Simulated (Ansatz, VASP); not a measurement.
Two plane-wave programs on Ca2Si

File INCAR:

```
SYSTEM = Ca2Si
PREC = Accurate ; ENCUT = 520
EDIFF = 1E-6 ; ISMEAR = 0
SIGMA = 0.05 ; LREAL = .False.
LASPH = .True. ; NELM = 60
ALGO = Normal ; ISIF = 2
LWAVE = .False. ; LCHARG = .True.
GGA = CA ; LELF = .True.
LVHAR = .True. ; NBANDS = 19
```

The input KPOINTS:

```
regular mesh
0
Gamma
  8 8 8
  0 0 0
```

File POSCAR:

```
Ca2Si
1.0
    0.0000000000      3.5834912206      3.3381953199
    3.5834912206      0.0000000000      3.3381953199
    3.5834912206      3.5834912206      0.0000000000
Ca Si
2 1
Direct
    0.7344790822      0.7344790822      0.7655209178
    0.2655209178      0.2655209178      0.2344790822
    0.0000000000      0.0000000000      0.0000000000
```

Input for Ansatz:

```yaml
crystal:
  lattice:
    - [0.0, 3.5834912206, 3.3381953199]
    - [3.5834912206, 0.0, 3.3381953199]
    - [3.5834912206, 3.5834912206, 0.0]
  atoms:
    - { symbol: Ca, position: [0.7344790822, 0.7344790822, 0.7655209178] }
    - { symbol: Ca, position: [0.2655209178, 0.2655209178, 0.2344790822] }
    - { symbol: Si, position: [0.0, 0.0, 0.0] }
basis:
  ecutwfc: 420
kpoints:
  mp_grid: { grid: [8, 8, 8] }
hamiltonian:
  xc: lda
  pseudopotentials: { kind: paw }
scf:
  occupations: { method: gaussian, width: 0.05 }
output:
  forces: true
  stress: true
  eigenvalues: true
```

Change from the starting cell: mode 6 frozen in at -0.109 Å, strain +e along z and -e/2 along x and y -0.0467.

Alike in both runs: task single point; functional LDA; k mesh 8 × 8 × 8; occupations gaussian, width 0.05 eV; no spin polarisation.

```csv
,VASP,Ansatz
version,VASP 6.6.1,Ansatz 0.2.0
potentials or method,"VASP PAW LDA potentials, release 64 (Ca_sv, Si), cutoff 520 eV","scalar-relativistic, plane waves, PAW"
valence electrons in the cell,24,24
```

```tsv
	VASP	Ansatz	Ansatz less VASP
gap on the k mesh at the Fermi level (eV)	0.19	0.19	+0.006
least direct gap on the mesh (eV)	0.19	0.19	+0.006
pressure (GPa)	0.2	0.1	-0.11
traceless stress, the component that is largest in VASP (GPa)	3.48	3.49	+0.008
rms of the force components (eV/Å)	0.357	0.355	-0.0018
```

LDA's correlation is that of Perdew and Zunger in VASP and of Perdew and Wang (1992) in Ansatz. Atom by atom the forces differ by 0.002 eV/Å (rms over components).
